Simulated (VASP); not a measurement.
# Si2Sb (P4_2/mnm) in VASP: a series of runs

Si2Sb is run at these levels: r2SCAN; tasks: single point.

All numbers are computed with VASP 6.6.1; they aren't measurements. Logs are shortened: lines on timing, memory, paths and dates and some standing lists are left out, and cuts for length are marked.

## (1) The cell of the first run

The structure is tetragonal, space group P4_2/mnm (No. 136). Conventional cell: a = 5.752 Å, b = 5.752 Å, c = 3.705 Å, α = 90.00°, β = 90.00°, γ = 90.00°. Within 3.2 Å of Si (site symmetry m2m) lie 3 Sb at 2.43 to 2.49 Å and 1 Si at 3.16 Å. Within 3.2 Å of Sb (site symmetry mmm) lie 6 Si at 2.43 to 2.49 Å.

## (2) Single point, r2SCAN

POSCAR

```
Si2Sb
1.0
    5.7517192581      0.0000000000      0.0000000000
    0.0000000000      5.7517192581      0.0000000000
    0.0000000000      0.0000000000      3.7046881334
Si Sb
4 2
Direct
    0.3060000000      0.3060000000      0.0000000000
    0.1940000000      0.8060000000      0.5000000000
    0.6940000000      0.6940000000      0.0000000000
    0.8060000000      0.1940000000      0.5000000000
    0.0000000000      0.0000000000      0.0000000000
    0.5000000000      0.5000000000      0.5000000000
```

INCAR.step1

```
SYSTEM = Si2Sb
  ALGO = Normal
  EDIFF = 1E-4
  ENCUT = 520
  GGA = PE
  ISMEAR = 0
  LASPH = .True.
  LCHARG = .False.
  LREAL = .False.
  LWAVE = .True.
  NBANDS = 22
  NELM = 60
  PREC = Accurate
  SIGMA = 0.1
```

INCAR.step2

```
SYSTEM = Si2Sb
  ALGO = Normal
  EDIFF = 1E-6
  ENCUT = 520
  ISIF = 2
  ISMEAR = 0
  ISTART = 1
  LASPH = .True.
  LCHARG = .False.
  LMIXTAU = .True.
  LREAL = .False.
  LWAVE = .False.
  METAGGA = R2SCAN
  NBANDS = 22
  NELM = 60
  PREC = Accurate
  SIGMA = 0.1
```

KPOINTS

```
k-points
0
Gamma
  4 4 6
  0 0 0
```

Potentials or basis: VASP PAW PBE potentials, release 64 (Si, Sb).

Run with:

```
cat potpaw_PBE.64/Si/POTCAR potpaw_PBE.64/Sb/POTCAR > POTCAR
cp INCAR.step1 INCAR
mpirun -np 1 vasp_std > vasp.out
cp INCAR.step2 INCAR
mpirun -np 1 vasp_std > vasp.out
```

OUTCAR:

```text
SYSTEM = Si2Sb
   EDIFF = 1E-6
   ENCUT = 520
   ISIF = 2
   ISMEAR = 0
   ISTART = 1
   LASPH = .True.
   LREAL = .False.
   METAGGA = R2SCAN
   NELM = 60
   PREC = Accurate

 ion  position               nearest neighbor table
   1  0.306  0.306  0.000-   6 2.43   6 2.43   5 2.49
   2  0.194  0.806  0.500-   5 2.43   5 2.43   6 2.49
   3  0.694  0.694  0.000-   6 2.43   6 2.43   5 2.49
   4  0.806  0.194  0.500-   5 2.43   5 2.43   6 2.49
   5  0.000  0.000  0.000-   2 2.43   4 2.43   2 2.43   4 2.43   3 2.49   1 2.49
   6  0.500  0.500  0.500-   1 2.43   3 2.43   1 2.43   3 2.43   2 2.49   4 2.49

  LATTYP: Found a simple tetragonal cell.
 ALAT       =     5.7517192581
 C/A-ratio  =     0.6441010013

  Lattice vectors:

 A1 = (   5.7517192581,   0.0000000000,   0.0000000000)
 A2 = (   0.0000000000,   5.7517192581,   0.0000000000)
 A3 = (   0.0000000000,   0.0000000000,   3.7046881334)

Analysis of symmetry for initial positions (statically):
=====================================================================
 Subroutine PRICEL returns:
 Original cell was already a primitive cell.

 Routine SETGRP: Setting up the symmetry group for a
 simple tetragonal supercell.

 Subroutine GETGRP returns: Found 16 space group operations
 (whereof  8 operations were pure point group operations)
 out of a pool of 16 trial point group operations.

The static configuration has the point symmetry D_2h.
 The point group associated with its full space group is D_4h.

Analysis of symmetry for dynamics (positions and initial velocities):
=====================================================================
 Subroutine PRICEL returns:
 Original cell was already a primitive cell.

 Routine SETGRP: Setting up the symmetry group for a
 simple tetragonal supercell.

 Subroutine GETGRP returns: Found 16 space group operations
 (whereof  8 operations were pure point group operations)
 out of a pool of 16 trial point group operations.

The dynamic configuration has the point symmetry D_2h.
 The point group associated with its full space group is D_4h.

 Subroutine INISYM returns: Found 16 space group operations
 (whereof  8 operations are pure point group operations),
 and found     1 'primitive' translations

----------------------------------------------------------------------------------------
[... 100 lines left out ...]
   EDIFF  = 0.1E-05   stopping-criterion for ELM
   LREAL  =      F    real-space projection
   EDIFFG = 0.1E-04   stopping-criterion for IOM
   NSW    =      0    number of steps for IOM
   IBRION =     -1    ionic relax: 0-MD 1-quasi-New 2-CG
   NFREE  =      0    steps in history (QN), initial steepest desc. (CG)
   ISIF   =      2    stress and relaxation
   ISYM   =      2    0-nonsym 1-usesym 2-fastsym
   POTIM  = 0.5000    time-step for ionic-motion
   TEBEG  =    0.0;   TEEND  =   0.0 temperature during run
   PSTRESS=    0.0 pullay stress
   NELECT =      26.0000    total number of electrons
   NUPDOWN=      -1.0000    fix difference up-down
   EMIN   =  10.00;   EMAX   =-10.00  energy-range for DOS
   EFERMI =   0.00;   METHOD = LEGACY
   ISMEAR =     0;   SIGMA  =   0.10  broadening in eV -4-tet -1-fermi 0-gaus
   EFERMI_NEDOS =   21; number of points for ismear=-14 and -15
   IALGO  =     38    algorithm
   IMIX   =      4    mixing-type and parameters
     AMIX     =   0.40;   BMIX     =  1.00
     AMIX_MAG =   1.60;   BMIX_MAG =  1.00
  volume/ion in A,a.u.               =      20.43       137.85
  Fermi-wavevector in a.u.,A,eV,Ry     =   0.976376  1.845082 12.970562  0.953309
  Thomas-Fermi vector in A             =   2.106989
   LORBIT       =      0    0 simple, 1 ext, 2 COOP (PROOUT), +10 PAW based schemes
   METAGGA = R2SCAN    functional components
   LHFCALC =     F    Hartree Fock is set to
   AEXX    =    0.0000 exact exchange contribution
   IVDW    =     0    specifies the selected vdW correction
   LEPSILON=     F    determine dielectric tensor
   LRPA    =     F    only Hartree local field effects (RPA)
 non-spin polarized calculation
 Gauss-broadening in eV      SIGMA  =   0.10
  energy-cutoff  :      520.00
  volume of cell :      122.56
 maximum number of plane-waves:      3321
 NGX is ok and might be reduce to    48
   NGX = 21   NGY = 21   NGZ = 13

 number of electron      26.0000001 magnetization

 Free energy of the ion-electron system (eV)
  ---------------------------------------------------
  ext. energy  EPLUGINS =         0.00000000
  ---------------------------------------------------
  free energy    TOTEN  =       -76.61388155 eV

  energy without entropy =      -76.60111688  energy(sigma->0) =      -76.60749921

 E-fermi :   8.3015     XC(G=0): -10.5762

 val. band max:        8.2646629099   @ k =   0.5000   0.5000   0.0000
 cond. band min:       8.3242359966   @ k =   0.5000   0.0000   0.3333
 fundamental gap:      0.0595730867
 Fermi energy:         8.3014977566

 k-point     1 :       0.0000    0.0000    0.0000
  band No.  band energies     occupation
      1      -6.9584      2.00000
      2      -4.9000      2.00000
      3      -1.4996      2.00000
      4      -1.4996      2.00000
      5       2.7445      2.00000
      6       2.8552      2.00000
[... 589 lines left out ...]
     21      13.2132      0.00000
     22      13.2132      0.00000

------------------------ aborting loop because EDIFF is reached ----------------------------------------

  FORCE on cell =-STRESS in cart. coord.  units (eV):
  Direction    XX          YY          ZZ          XY          YZ          ZX
  --------------------------------------------------------------------------------------
  -------------------------------------------------------------------------------------
  Total       19.4483413     19.4483413     25.4110795     -0.0000000      0.0000000      0.0000000
  in kB      254.2413200    254.2413200    332.1900978     -0.0000000      0.0000000      0.0000000
  external PRESSURE =     280.2242460 kB  Pullay stress =       0.0000000 kB

 VOLUME and BASIS-vectors are now :
 -----------------------------------------------------------------------------
  energy-cutoff  :      520.00
  volume of cell :      122.56
      direct lattice vectors                 reciprocal lattice vectors
     5.751719258  0.000000000  0.000000000     0.173861059  0.000000000  0.000000000
     0.000000000  5.751719258  0.000000000     0.000000000  0.173861059  0.000000000
     0.000000000  0.000000000  3.704688133     0.000000000  0.000000000  0.269928254

 POSITION                                       TOTAL-FORCE (eV/Angst)
 -----------------------------------------------------------------------------------
      1.76003      1.76003      0.00000        -0.866700     -0.866700      0.000000
      1.11583      4.63589      1.85234         0.866700     -0.866700     -0.000000
      3.99169      3.99169      0.00000         0.866700      0.866700     -0.000000
      4.63589      1.11583      1.85234        -0.866700      0.866700     -0.000000
      0.00000      0.00000      0.00000        -0.000000      0.000000     -0.000000
      2.87586      2.87586      1.85234        -0.000000      0.000000     -0.000000
 -----------------------------------------------------------------------------------
    total drift:                               -0.000000     -0.000000     -0.000000

  FREE ENERGIE OF THE ION-ELECTRON SYSTEM (eV)
  ---------------------------------------------------
  free  energy   TOTEN  =       -76.6138815470 eV

  energy  without entropy=      -76.6011168752  energy(sigma->0) =      -76.60749921
```

OUTCAR.step1:

```text
SYSTEM = Si2Sb
   EDIFF = 1E-4
   ENCUT = 520
   GGA = PE
   ISMEAR = 0
[... 837 lines left out ...]
      3.99169      3.99169      0.00000         0.899728      0.899728     -0.000000
      4.63589      1.11583      1.85234        -0.899728      0.899728     -0.000000
      0.00000      0.00000      0.00000         0.000000     -0.000000      0.000000
      2.87586      2.87586      1.85234         0.000000     -0.000000      0.000000
 -----------------------------------------------------------------------------------
    total drift:                               -0.000000     -0.000000      0.000000

  FREE ENERGIE OF THE ION-ELECTRON SYSTEM (eV)
  ---------------------------------------------------
  free  energy   TOTEN  =       -20.6613644764 eV

  energy  without entropy=      -20.6477978577  energy(sigma->0) =      -20.65458117
```

It took 1.7 min on 1 thread of Intel Xeon 6975P-C (Granite Rapids), shared host; peak memory 0.27 GiB.

What came out:

```
Free energy            : -76.6139 eV
Pressure               : 28.0 GPa
Largest force          : 1.226 eV/Å
Band gap on the k mesh : zero (bands 13 and 14 overlap by 2.83 eV)
```

Forces on the atoms (eV/Å):
```
Si  -0.867 -0.867  0.000
Si   0.867 -0.867  0.000
Si   0.867  0.867  0.000
Si  -0.867  0.867  0.000
Sb   0.000  0.000  0.000
Sb   0.000  0.000  0.000
```

Caveat: the cell stands under pressure; the PAW data sets were made with another functional, which shifts forces and pressure a little; spin-orbit coupling is left out, which moves the levels of the heavy elements.

## (3) Single point, r2SCAN

This run uses another cell than the first one, of 27.06 Å³/atom.

POSCAR

```
Si2Sb
1.0
    6.3467191961      0.0000000000      0.0000000000
    0.0000000000      6.3467191961      0.0000000000
    0.0000000000      0.0000000000      4.0311013264
Si Sb
4 2
Direct
    0.2999988289      0.2999988289      0.0000000000
    0.2000011711      0.7999988289      0.5000000000
    0.7000011711      0.7000011711      0.0000000000
    0.7999988289      0.2000011711      0.5000000000
    0.0000000000      0.0000000000      0.0000000000
    0.5000000000      0.5000000000      0.5000000000
```

INCAR.step1

```
SYSTEM = Si2Sb
PREC     = Accurate       ! precision mode
ENCUT    = 520            ! plane-wave cutoff, eV
ISMEAR   = 0              ! smearing method
SIGMA    = 0.1            ! smearing width, eV
LREAL    = .False.        ! projectors in reciprocal space
LASPH    = .True.         ! aspherical terms in the spheres
NELM     = 60             ! most SCF steps
NBANDS   = 22             ! bands
GGA      = PE             ! functional
ALGO     = Normal         ! electronic algorithm
EDIFF    = 1E-4           ! SCF threshold, eV
LWAVE    = .True.         ! write WAVECAR
LCHARG   = .False.        ! write CHGCAR
```

INCAR.step2

```
SYSTEM = Si2Sb
PREC     = Accurate       ! precision mode
ENCUT    = 520            ! plane-wave cutoff, eV
EDIFF    = 1E-6           ! SCF threshold, eV
ISMEAR   = 0              ! smearing method
SIGMA    = 0.1            ! smearing width, eV
LREAL    = .False.        ! projectors in reciprocal space
LASPH    = .True.         ! aspherical terms in the spheres
NELM     = 60             ! most SCF steps
ALGO     = Normal         ! electronic algorithm
ISIF     = 2              ! what is computed and relaxed
LWAVE    = .False.        ! write WAVECAR
LCHARG   = .False.        ! write CHGCAR
METAGGA  = R2SCAN         ! meta-GGA
LMIXTAU  = .True.       
NBANDS   = 22             ! bands
ISTART   = 1
```

KPOINTS

```
Automatic mesh
0
Gamma
  4 4 6
  0 0 0
```

Potentials or basis: VASP PAW PBE potentials, release 64 (Si, Sb).

Run with:

```
cat potpaw_PBE.64/Si/POTCAR potpaw_PBE.64/Sb/POTCAR > POTCAR
cp INCAR.step1 INCAR
mpirun -np 1 vasp_std > vasp.out
cp INCAR.step2 INCAR
mpirun -np 1 vasp_std > vasp.out
```

Run time: 98 s. Hardware: 1 thread of Intel Xeon 6975P-C (Granite Rapids), shared host; peak memory 0.3 GiB.

Results (log left out):

```
Free energy            : -79.3599 eV
Pressure               : 0.2 GPa
Largest force          : 0.009 eV/Å
Band gap on the k mesh : zero (bands 13 and 14 overlap by 1.58 eV)
```

Forces in eV/Å, atoms in the order of the input:
```
Si   0.006  0.006  0.000
Si  -0.006  0.006  0.000
Si  -0.006 -0.006  0.000
Si   0.006 -0.006  0.000
Sb   0.000  0.000  0.000
Sb   0.000  0.000  0.000
```

Stress tensor (GPa, compression positive):
```
 0.34  0.00  0.00
 0.00  0.34  0.00
 0.00  0.00 -0.08
```

Levels at points of the mesh, in eV from the Fermi level:
```
           k point  band 9  band 10  band 11  band 12  band 13  band 14  band 15  band 16
(0.00, 0.00, 0.00)   -3.12    -2.72    -1.88     0.14     0.88     0.88     1.02     1.64
(0.50, 0.00, 0.00)   -1.91    -1.91    -0.94    -0.94     0.52     0.52     1.15     1.15
(0.50, 0.50, 0.00)   -2.66    -2.66    -0.09    -0.09     0.28     0.28     0.65     0.65
(0.00, 0.00, 0.50)   -2.40    -2.40    -2.19    -2.19    -0.68    -0.68    -0.31    -0.31
(0.50, 0.00, 0.50)   -4.20    -4.20    -1.47    -1.47     0.69     0.69     1.30     1.30
(0.50, 0.50, 0.50)   -2.16    -2.16    -1.66    -1.66     0.11     0.11     1.05     1.05
```

Caveat: the PAW data sets were made with another functional, which shifts forces and pressure a little; spin-orbit coupling is left out, which moves the levels of the heavy elements.

## (4) Single point, r2SCAN

This run uses another cell than the first one, of 27.16 Å³/atom.

POSCAR

```
Si2Sb
1.0
    6.2302752713      0.0000000000      0.0000000000
    0.0000000000      6.2302752713      0.0000000000
    0.0000000000      0.0000000000      4.1989984780
Si Sb
4 2
Direct
    0.3053143441      0.3053143441      0.0000000000
    0.1946856559      0.8053143441      0.5000000000
    0.6946856559      0.6946856559      0.0000000000
    0.8053143441      0.1946856559      0.5000000000
    0.0000000000      0.0000000000      0.0000000000
    0.5000000000      0.5000000000      0.5000000000
```

INCAR.step1

```
ALGO = Normal
EDIFF = 1E-4
ENCUT = 520
GGA = PE
ISMEAR = 0
LASPH = T
LCHARG = F
LREAL = F
LWAVE = T
NBANDS = 22
NELM = 100
PREC = Accurate
SIGMA = 0.1
```

INCAR.step2

```
ALGO = Normal
EDIFF = 1E-6
ENCUT = 520
ISIF = 2
ISMEAR = 0
ISTART = 1
LASPH = T
LCHARG = F
LMIXTAU = T
LREAL = F
LWAVE = F
METAGGA = R2SCAN
NBANDS = 22
NELM = 100
PREC = Accurate
SIGMA = 0.1
```

KPOINTS

```
k-points
0
Gamma
  6 6 10
```

Run with:

```
cat potpaw_PBE.64/Si/POTCAR potpaw_PBE.64/Sb/POTCAR > POTCAR
cp INCAR.step1 INCAR
mpirun -np 1 vasp_std > vasp.out
cp INCAR.step2 INCAR
mpirun -np 1 vasp_std > vasp.out
```

Wall time 3.8 min (1 thread of Intel Xeon 6975P-C (Granite Rapids), shared host); peak memory 0.4 GiB.

It converged, with:

```yaml
Free_energy: -79.3025 eV
Pressure: 0.2 GPa
Band_gap_on_the_k_mesh: zero (bands 13 and 14 overlap by 1.52 eV)
```

Forces in eV/Å, atoms in the order of the input:
```
Si   0.002  0.002  0.000
Si  -0.002  0.002  0.000
Si  -0.002 -0.002  0.000
Si   0.002 -0.002  0.000
Sb   0.000  0.000  0.000
Sb   0.000  0.000  0.000
```

Levels at points of the mesh, in eV from the Fermi level:
```
           k point  band 10  band 11  band 12  band 13  band 14  band 15  band 16  band 17
(0.00, 0.00, 0.00)    -2.72    -2.45    -0.49     0.43     0.48     0.48     1.40     1.40
(0.50, 0.00, 0.00)    -2.29    -0.93    -0.93     0.58     0.58     0.76     0.76     1.78
(0.50, 0.50, 0.00)    -3.25    -0.37    -0.37     0.22     0.22     0.39     0.39     0.45
(0.00, 0.00, 0.50)    -2.39    -2.16    -2.16    -0.84    -0.84    -0.45    -0.45     1.14
(0.50, 0.00, 0.50)    -4.20    -1.59    -1.59     0.62     0.62     1.41     1.41     2.62
(0.50, 0.50, 0.50)    -2.12    -1.63    -1.63     0.01     0.01     1.02     1.02     1.45
```

Caveat: the PAW data sets were made with another functional, which shifts forces and pressure a little; spin-orbit coupling is left out, which moves the levels of the heavy elements.

## (5) Overview

```tsv
cell	k mesh	gap on the mesh (eV)	pressure (GPa)	largest force (eV/Å)
a = 5.752, b = 5.752, c = 3.705 Å, 6 atoms, atomic positions A	4 × 4 × 6	none	28.0	1.23
a = 6.347, b = 6.347, c = 4.031 Å, 6 atoms, atomic positions B	4 × 4 × 6	none	0.2	0.01
a = 6.230, b = 6.230, c = 4.199 Å, 6 atoms, atomic positions A	6 × 6 × 10	none	0.2	-
```

Alike in all rows: task single point; level r2SCAN; potentials or basis VASP PAW PBE potentials, release 64 (Si, Sb); no spin polarisation; cutoff (eV) 520; smearing gaussian 0.1 eV.

Caveats: the PAW data sets were made with another functional, which shifts forces and pressure a little; spin-orbit coupling is left out, which moves the levels of the heavy elements; the cell stands under pressure (at least some runs).

Absolute energies hang on the potentials; compare differences alone.
